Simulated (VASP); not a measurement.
Wanted: the native input for a VASP 6.6.1 run.

```yaml
Task: relaxation of cell and atoms
Functional: PBEsol
Potentials_or_basis: VASP PAW PBE potentials, release 64 (Au)
Cutoff: 600 eV
k_mesh: 18 × 18 × 18
Occupations: gaussian, width 0.1 eV
Spin: no spin polarisation
Dipole_correction: no
Further_INCAR_settings: ALGO = Fast; EDIFF = 1e-06; IBRION = 2; EDIFFG = -0.005; NSW = 100; ISIF = 3
```

The structure of Au lies in POSCAR:

```
Au
1.0
    0.0000000000      2.0455000000      2.0455000000
    2.0455000000      0.0000000000      2.0455000000
    2.0455000000      2.0455000000      0.0000000000
Au
1
Direct
    0.0000000000      0.0000000000      0.0000000000
```

The input as run:

INCAR

```
SYSTEM = Au
PREC     = Accurate       ! precision mode
ENCUT    = 600            ! plane-wave cutoff, eV
EDIFF    = 1E-6           ! SCF threshold, eV
ISMEAR   = 0              ! smearing method
SIGMA    = 0.1            ! smearing width, eV
LREAL    = .False.        ! projectors in reciprocal space
LASPH    = .True.         ! aspherical terms in the spheres
NELM     = 60             ! most SCF steps
ALGO     = Fast           ! electronic algorithm
ISIF     = 3              ! what is computed and relaxed
LWAVE    = .False.        ! write WAVECAR
LCHARG   = .False.        ! write CHGCAR
GGA      = PS             ! functional
IBRION   = 2              ! ionic algorithm
NSW      = 100            ! ionic steps
EDIFFG   = -0.005         ! ionic threshold
```

KPOINTS

```
regular mesh
0
Gamma
  18 18 18
  0 0 0
```

Potentials or basis: VASP PAW PBE potentials, release 64 (Au).

The run is started by

```sh
$ cat potpaw_PBE.64/Au/POTCAR > POTCAR
$ mpirun -np 1 vasp_std > vasp.out
```

Results of the run:

The relaxed volume is 17.01 Å³/atom and the relaxed cell is a = 2.887 Å, b = 2.887 Å, c = 2.887 Å, α = 60.00°, β = 60.00°, γ = 60.00°. The space group after relaxing (to 0.05 Å) is Fm-3m (No. 225) and the energy gained by relaxing is 0.4 meV/atom. The ionic steps are 3. The pressure after relaxing is 0.0 GPa.

Caveat: the PAW data sets were made with another functional, which shifts forces and pressure a little.

It took 44 s on 1 thread of Intel(R) Xeon(R) Platinum 8259CL CPU @ 2.50GHz (Skylake/Cascade Lake) (shared host), peak memory 0.18 GiB.
